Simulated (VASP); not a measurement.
# Ca (Im-3m) in VASP: single point with r2SCAN

Aim: the single point of Ca with r2SCAN.

All numbers are computed with VASP 6.6.1; they aren't measurements. Logs are shortened: lines on timing, memory, paths and dates and some standing lists are left out, and cuts for length are marked.

## (1) The cell of the first run

The structure is cubic, space group Im-3m (No. 229). The conventional cell has a = 4.480 Å, b = 4.480 Å, c = 4.480 Å, α = 90.00°, β = 90.00°, γ = 90.00°. Ca (site symmetry m-3m) has 14 Ca at 3.88 to 4.48 Å within 5.1 Å.

This isn't the form of Ca at room conditions, which is fcc.

## (2) Single point, r2SCAN

POSCAR

```
Ca
1.0
   -2.2400000000      2.2400000000      2.2400000000
    2.2400000000     -2.2400000000      2.2400000000
    2.2400000000      2.2400000000     -2.2400000000
Ca
1
Direct
    0.0000000000      0.0000000000      0.0000000000
```

INCAR.step1

```
PREC = Accurate ; ENCUT = 520
ISMEAR = 0 ; SIGMA = 0.15
LREAL = F ; LASPH = T
NELM = 100 ; NBANDS = 11
GGA = PE ; ALGO = Normal
EDIFF = 1E-4 ; LWAVE = T
LCHARG = F
```

INCAR.step2

```
PREC = Accurate ; ENCUT = 520
EDIFF = 1E-6 ; ISMEAR = 0
SIGMA = 0.15 ; LREAL = F
LASPH = T ; NELM = 100
ALGO = Normal ; ISIF = 2
LWAVE = F ; LCHARG = F
METAGGA = R2SCAN ; LMIXTAU = T
NBANDS = 11 ; ISTART = 1
```

KPOINTS

```
Automatic mesh
0
Gamma
  16 16 16
```

Potentials or basis: VASP PAW PBE potentials, release 64 (Ca_sv).

The run is started by

```
> cat potpaw_PBE.64/Ca_sv/POTCAR > POTCAR
> cp INCAR.step1 INCAR
> mpirun -np 1 vasp_std > vasp.out
> cp INCAR.step2 INCAR
> mpirun -np 1 vasp_std > vasp.out
```

OUTCAR:

```text
PREC = Accurate
   ENCUT = 520
   EDIFF = 1E-6
   ISMEAR = 0
   LREAL = F
   LASPH = T
   NELM = 100
   ISIF = 2
   METAGGA = R2SCAN
   ISTART = 1

 ion  position               nearest neighbor table
   1  0.000  0.000  0.000-

  LATTYP: Found a body centered cubic cell.
 ALAT       =     4.4800000000

  Lattice vectors:

 A1 = (  -2.2400000000,   2.2400000000,   2.2400000000)
 A2 = (   2.2400000000,  -2.2400000000,   2.2400000000)
 A3 = (   2.2400000000,   2.2400000000,  -2.2400000000)

Analysis of symmetry for initial positions (statically):
=====================================================================
 Subroutine PRICEL returns:
 Original cell was already a primitive cell.

 Routine SETGRP: Setting up the symmetry group for a
 body centered cubic supercell.

 Subroutine GETGRP returns: Found 48 space group operations
 (whereof 48 operations were pure point group operations)
 out of a pool of 48 trial point group operations.

The static configuration has the point symmetry O_h .

Analysis of symmetry for dynamics (positions and initial velocities):
=====================================================================
 Subroutine PRICEL returns:
 Original cell was already a primitive cell.

 Routine SETGRP: Setting up the symmetry group for a
 body centered cubic supercell.

 Subroutine GETGRP returns: Found 48 space group operations
 (whereof 48 operations were pure point group operations)
 out of a pool of 48 trial point group operations.

The dynamic configuration has the point symmetry O_h .

 Subroutine INISYM returns: Found 48 space group operations
 (whereof 48 operations are pure point group operations),
 and found     1 'primitive' translations

----------------------------------------------------------------------------------------

                                     Primitive cell

  volume of cell :      44.9577

  direct lattice vectors                    reciprocal lattice vectors
    -2.240000000  2.240000000  2.240000000     0.000000000  0.223214286  0.223214286
     2.240000000 -2.240000000  2.240000000     0.223214286  0.000000000  0.223214286
     2.240000000  2.240000000 -2.240000000     0.223214286  0.223214286  0.000000000

  length of vectors
     3.879793809  3.879793809  3.879793809     0.315672670  0.315672670  0.315672670

  position of ions in fractional coordinates (direct lattice)
     0.000000000  0.000000000  0.000000000

  ion indices of the primitive-cell ions
   primitive index   ion index
                 1           1

----------------------------------------------------------------------------------------

 KPOINTS: Automatic mesh

Automatic generation of k-mesh.
 Grid dimensions read from file:
 generate k-points for:   16   16   16

 Generating k-lattice:

  Cartesian coordinates                     Fractional coordinates (reciprocal lattice)
     0.000000000  0.013950893  0.013950893     0.062500000  0.000000000  0.000000000
     0.013950893  0.000000000  0.013950893     0.000000000  0.062500000  0.000000000
     0.013950893  0.013950893  0.000000000     0.000000000  0.000000000  0.062500000

  Length of vectors
     0.019729542  0.019729542  0.019729542

  Shift w.r.t. Gamma in fractional coordinates (k-lattice)
     0.000000000  0.000000000  0.000000000

 Subroutine IBZKPT returns following result:
 ===========================================

 Found    145 irreducible k-points:

 Following reciprocal coordinates:
            Coordinates               Weight
  0.000000  0.000000  0.000000      1.000000
  0.062500  0.000000  0.000000     12.000000
  0.125000  0.000000  0.000000     12.000000
  0.187500  0.000000  0.000000     12.000000
  0.250000  0.000000  0.000000     12.000000
  0.312500  0.000000  0.000000     12.000000
[... 16 lines left out ...]
  0.187500  0.187500  0.000000     24.000000
  0.250000  0.187500  0.000000     48.000000
 [... further k-points ...]
   k-points           NKPTS =    145   k-points in BZ     NKDIM =    145   number of bands    NBANDS=     11
   number of dos      NEDOS =    301   number of ions     NIONS =      1
   total plane-waves  NPLWV =  27000
   dimension x,y,z NGX =    30 NGY =   30 NGZ =   30
   dimension x,y,z NGXF=    60 NGYF=   60 NGZF=   60
   ions per type =               1
   NGX,Y,Z   is equivalent  to a cutoff of  12.85, 12.85, 12.85 a.u.
   NGXF,Y,Z  is equivalent  to a cutoff of  25.71, 25.71, 25.71 a.u.
 SYSTEM =  unknown system
   PREC   = accura    normal or accurate (medium, high low for compatibility)
   ISTART =      1    job   : 0-new  1-cont  2-samecut
   ICHARG =      0    charge: 1-file 2-atom 10-const
   ISPIN  =      1    spin polarized calculation?
   LNONCOLLINEAR =      F non collinear calculations
   LSORBIT =      F    spin-orbit coupling
   LASPH  =      T    aspherical Exc in radial PAW
   ENCUT  =  520.0 eV  38.22 Ry    6.18 a.u.   7.21  7.21  7.21*2*pi/ulx,y,z
   NELM   =    100;   NELMIN=  2; NELMDL=  0     # of ELM steps
   EDIFF  = 0.1E-05   stopping-criterion for ELM
   LREAL  =      F    real-space projection
   EDIFFG = 0.1E-04   stopping-criterion for IOM
   NSW    =      0    number of steps for IOM
   IBRION =     -1    ionic relax: 0-MD 1-quasi-New 2-CG
   NFREE  =      0    steps in history (QN), initial steepest desc. (CG)
   ISIF   =      2    stress and relaxation
   ISYM   =      2    0-nonsym 1-usesym 2-fastsym
   POTIM  = 0.5000    time-step for ionic-motion
   TEBEG  =    0.0;   TEEND  =   0.0 temperature during run
   PSTRESS=    0.0 pullay stress
   NELECT =      10.0000    total number of electrons
   NUPDOWN=      -1.0000    fix difference up-down
   EMIN   =  10.00;   EMAX   =-10.00  energy-range for DOS
   EFERMI =   0.00;   METHOD = LEGACY
   ISMEAR =     0;   SIGMA  =   0.15  broadening in eV -4-tet -1-fermi 0-gaus
   EFERMI_NEDOS =   21; number of points for ismear=-14 and -15
   IALGO  =     38    algorithm
   IMIX   =      4    mixing-type and parameters
     AMIX     =   0.40;   BMIX     =  1.00
     AMIX_MAG =   1.60;   BMIX_MAG =  1.00
  volume/ion in A,a.u.               =      44.96       303.39
  Fermi-wavevector in a.u.,A,eV,Ry     =   0.991913  1.874443 13.386649  0.983891
  Thomas-Fermi vector in A             =   2.123688
   LORBIT       =      0    0 simple, 1 ext, 2 COOP (PROOUT), +10 PAW based schemes
   METAGGA = R2SCAN    functional components
   LHFCALC =     F    Hartree Fock is set to
   AEXX    =    0.0000 exact exchange contribution
   IVDW    =     0    specifies the selected vdW correction
   LEPSILON=     F    determine dielectric tensor
   LRPA    =     F    only Hartree local field effects (RPA)
 non-spin polarized calculation
 Gauss-broadening in eV      SIGMA  =   0.15
  energy-cutoff  :      520.00
  volume of cell :       44.96
 maximum number of plane-waves:      1264
 NGX is ok and might be reduce to    30
   NGX = 15   NGY = 15   NGZ = 15

 number of electron      10.0000002 magnetization

 Free energy of the ion-electron system (eV)
  ---------------------------------------------------
  ext. energy  EPLUGINS =         0.00000000
  ---------------------------------------------------
  free energy    TOTEN  =        -7.02216418 eV

  energy without entropy =       -7.00663251  energy(sigma->0) =       -7.01439834

 E-fermi :   1.7974     XC(G=0):  -8.0145

 val. band max:        1.7964426361   @ k =   0.3750   0.2500  -0.0000
 cond. band min:       1.7976231092   @ k =  -0.4375   0.5000   0.0625
 fundamental gap:      0.0011804731
 Fermi energy:         1.7973657382

 k-point     1 :       0.0000    0.0000    0.0000
  band No.  band energies     occupation
      1     -42.1916      2.00000
      2     -22.2239      2.00000
      3     -22.2238      2.00000
      4     -22.2238      2.00000
      5      -2.4153      2.00000
      6       4.3695      0.00000
      7       4.3695      0.00000
      8       4.3695      0.00000
      9       5.3999      0.00000
     10       5.3999      0.00000
     11      12.2583      0.00000

 k-point     2 :       0.0625    0.0000    0.0000
  band No.  band energies     occupation
      1     -42.1912      2.00000
      2     -22.2284      2.00000
      3     -22.2254      2.00000
      4     -22.2238      2.00000
      5      -2.3441      2.00000
      6       4.3235      0.00000
      7       4.3407      0.00000
      8       4.4212      0.00000
      9       5.3442      0.00000
     10       5.4004      0.00000
     11      12.1449      0.00000

 k-point     3 :       0.1250    0.0000    0.0000
  band No.  band energies     occupation
      1     -42.1899      2.00000
      2     -22.2413      2.00000
      3     -22.2296      2.00000
      4     -22.2238      2.00000
      5      -2.1328      2.00000
      6       4.1973      0.00000
      7       4.2192      0.00000
      8       4.5745      0.00000
      9       5.2375      0.00000
     10       5.4053      0.00000
     11      11.6826      0.00000

 k-point     4 :       0.1875    0.0000    0.0000
  band No.  band energies     occupation
      1     -42.1880      2.00000
      2     -22.2605      2.00000
      3     -22.2361      2.00000
      4     -22.2237      2.00000
      5      -1.7889      2.00000
      6       3.9478      0.00000
      7       4.0203      0.00000
      8       4.8222      0.00000
      9       5.1895      0.00000
     10       5.4228      0.00000
     11      10.7997      0.00000

 k-point     5 :       0.2500    0.0000    0.0000
  band No.  band energies     occupation
      1     -42.1858      2.00000
      2     -22.2831      2.00000
      3     -22.2437      2.00000
      4     -22.2237      2.00000
      5      -1.3250      2.00000
      6       3.5477      0.00000
      7       3.8270      0.00000
      8       5.1511      0.00000
      9       5.2202      0.00000
     10       5.4600      0.00000
     11       9.7491      0.00000
[... 211 lines left out ...]
 k-point    21 :       0.3750    0.1250    0.0000
  band No.  band energies     occupation
      1     -42.1800      2.00000
      2     -22.3320      2.00000
      3     -22.2666      2.00000
      4     -22.2299      2.00000
      5       0.7031      2.00000
      6       2.0672      0.01097
      7       3.2996      0.00000
      8       5.2539      0.00000
      9       5.6591      0.00000
     10       6.3664      0.00000
     11       7.3806      0.00000

 k-point    22 :       0.4375    0.1250   -0.0000
  band No.  band energies     occupation
      1     -42.1795      2.00000
      2     -22.3354      2.00000
      3     -22.2685      2.00000
      4     -22.2299      2.00000
      5       1.1684      2.00000
      6       1.6539      1.82367
      7       3.2684      0.00000
      8       5.2476      0.00000
      9       5.6791      0.00000
     10       6.5019      0.00000
     11       7.2029      0.00000

 k-point    23 :       0.1875    0.1875    0.0000
  band No.  band energies     occupation
      1     -42.1830      2.00000
      2     -22.3035      2.00000
      3     -22.2519      2.00000
      4     -22.2319      2.00000
      5      -0.6316      2.00000
      6       3.1643      0.00000
      7       3.5025      0.00000
      8       5.1224      0.00000
      9       5.5943      0.00000
     10       5.6490      0.00000
     11       8.9710      0.00000

 k-point    24 :       0.2500    0.1875    0.0000
  band No.  band energies     occupation
      1     -42.1813      2.00000
      2     -22.3155      2.00000
      3     -22.2617      2.00000
      4     -22.2335      2.00000
      5      -0.0481      2.00000
      6       2.8034      0.00000
      7       3.3124      0.00000
      8       5.1913      0.00000
      9       5.6250      0.00000
     10       5.9983      0.00000
     11       8.1149      0.00000

 [... further k-points ...]

------------------------ aborting loop because EDIFF is reached ----------------------------------------

  FORCE on cell =-STRESS in cart. coord.  units (eV):
  Direction    XX          YY          ZZ          XY          YZ          ZX
  --------------------------------------------------------------------------------------
  -------------------------------------------------------------------------------------
  Total       -0.1649385     -0.1649385     -0.1649385     -0.0000000     -0.0000000      0.0000000
  in kB       -5.8779877     -5.8779877     -5.8779877     -0.0000000     -0.0000000      0.0000000
  external PRESSURE =      -5.8779877 kB  Pullay stress =       0.0000000 kB

 VOLUME and BASIS-vectors are now :
 -----------------------------------------------------------------------------
  energy-cutoff  :      520.00
  volume of cell :       44.96
      direct lattice vectors                 reciprocal lattice vectors
    -2.240000000  2.240000000  2.240000000     0.000000000  0.223214286  0.223214286
     2.240000000 -2.240000000  2.240000000     0.223214286  0.000000000  0.223214286
     2.240000000  2.240000000 -2.240000000     0.223214286  0.223214286  0.000000000

 POSITION                                       TOTAL-FORCE (eV/Angst)
 -----------------------------------------------------------------------------------
      0.00000      0.00000      0.00000         0.000000      0.000000      0.000000
 -----------------------------------------------------------------------------------
    total drift:                               -0.000000     -0.000000      0.000000

  FREE ENERGIE OF THE ION-ELECTRON SYSTEM (eV)
  ---------------------------------------------------
  free  energy   TOTEN  =        -7.0221641774 eV

  energy  without entropy=       -7.0066325103  energy(sigma->0) =       -7.01439834
```

Wall time 3.2 min (1 thread of Intel Xeon Platinum 8259CL at 2.50GHz (Skylake/Cascade Lake), shared host); peak memory 0.22 GiB.

Results:

* Free energy: -7.0222 eV
* Pressure: -0.6 GPa
* Band gap on the k mesh: zero (bands 5 and 6 overlap by 0.57 eV)

Levels at points of the mesh, in eV from the Fermi level:
| k point | band 3 | band 4 | band 5 | band 6 | band 7 | band 8 |
| --- | --- | --- | --- | --- | --- | --- |
| (0.00, 0.00, 0.00) | -24.02 | -24.02 | -4.21 | 2.57 | 2.57 | 2.57 |
| (0.50, 0.00, 0.00) | -24.06 | -24.02 | -0.83 | -0.18 | 1.58 | 3.51 |
| (0.50, 0.50, 0.50) | -24.11 | -24.11 | 0.20 | 0.20 | 3.92 | 3.92 |

Caveat: the PAW data sets were made with another functional, which shifts forces and pressure a little.
